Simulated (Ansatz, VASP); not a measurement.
**Rb3Pt: VASP beside Ansatz**

```
CELL_PARAMETERS angstrom
5.46188 0.00000 0.00000
0.00000 5.46188 0.00000
0.00000 0.00000 5.46188
ATOMIC_POSITIONS crystal
Pt 0.50000 0.50000 0.50000
Rb 0.50000 0.00000 0.00000
Rb 0.00000 0.50000 0.00000
Rb 0.00000 0.00000 0.50000
```

Alike in both runs: task single point; functional PBE; k mesh 5 × 5 × 5; occupations fermi-dirac, width 0.05 eV; no spin polarisation.

|  | VASP | Ansatz |
| --- | --- | --- |
| version | VASP 6.6.1 | Ansatz 0.2.0 |
| potentials or method | VASP PAW PBE potentials, release 64 (Pt, Rb_sv) | Ansatz PAW |
| plane-wave cutoff (eV) | 520 | 420 |
| valence electrons in the cell | 37 | 45 |

```csv
,VASP,Ansatz,Ansatz less VASP
gap on the k mesh at the Fermi level (eV),none,none,-
pressure (GPa),0.1,0.1,-0.01
```

A gap of «none» marks a metal or a gap that the smearing closes. VASP's potentials hold 37 valence electrons a cell and Ansatz's 45, so a difference there can come from the potentials and not from the codes.

Neither program's run includes spin-orbit coupling.
